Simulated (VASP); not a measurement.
Zn2CdTe3:

```xyz
6
Lattice="5.1083 0.0000 0.0000 -2.5542 4.4239 0.0000 0.0000 0.0000 8.5123" Properties=species:S:1:pos:R:3 pbc="T T T"
Zn    0.0000    0.0000    5.2542
Zn    0.0000    0.0000    3.2581
Cd    0.0000    0.0000    0.0000
Te    2.5542    0.0000    0.0000
Te   -1.2771    2.2120    0.0000
Te    1.2771    2.2120    0.0000
```

The cell was built from a structure type or drawn by symmetry, and may not be a known phase.

```yaml
Program: VASP 6.6.1
Task: relaxation of cell and atoms
Functional: PBE
Potentials_or_basis: VASP PAW PBE potentials, release 64 (Zn, Cd, Te)
Cutoff: 600 eV
k_mesh: 6 × 6 × 2
Occupations: gaussian, width 0.1 eV
Spin: no spin polarisation
```

At the start: pressure 39.5 GPa; volume 32.06 Å³/atom.

Problem. How do energy, volume and symmetry change on relaxing?

Solution. Over 12 steps the energy falls by 2149.1 meV/atom and the volume is 45.95 Å³/atom (+43.3 %); space group P6/mmm (No. 191, to 0.1 Å) before and after.

The path:
| step | energy change (eV) | largest force (eV/Å) | pressure (GPa) | volume (Å³) |
| --- | --- | --- | --- | --- |
| 1 | 0.0000 | 6.2949 | 39.52 | 192.37 |
| 2 | -9.3045 | 0.2162 | -2.99 | 488.59 |
| 3 | -12.2710 | 1.3047 | -0.68 | 315.41 |
| 4 | -12.2694 | 1.3480 | -0.49 | 312.61 |
| 5 | -12.4475 | 0.9570 | -0.48 | 305.67 |
| 6 | -12.7695 | 0.0144 | 0.06 | 285.21 |
| 7 | -12.7840 | 0.3744 | 0.48 | 278.22 |
| 8 | -12.7869 | 0.2209 | 0.30 | 280.78 |
| 9 | -12.8478 | 0.6009 | -0.25 | 281.08 |
| 10 | -12.8537 | 0.4945 | -0.17 | 281.08 |
| 11 | -12.8860 | 0.2670 | -0.10 | 278.15 |
| 12 | -12.8949 | 0.0058 | -0.01 | 275.68 |

Final structure:
```
Zn Cd Te
1.0
     6.41731    0.00000    0.00000
    -3.20866    5.55756    0.00000
     0.00000    0.00000    7.72986
Zn Cd Te
2 1 3
Cartesian
  0.0000 0.0000 5.1122
  0.0000 0.0000 2.6177
  0.0000 0.0000 0.0000
  3.2087 0.0000 0.0000
  -1.6043 2.7788 0.0000
  1.6043 2.7788 0.0000
```

Caveat: the k points lie up to 0.41 Å⁻¹ apart in the final cell, too coarse for converged energies and pressures of a metal; the volume moved by over 15 % at a fixed basis, so the end points are rough.
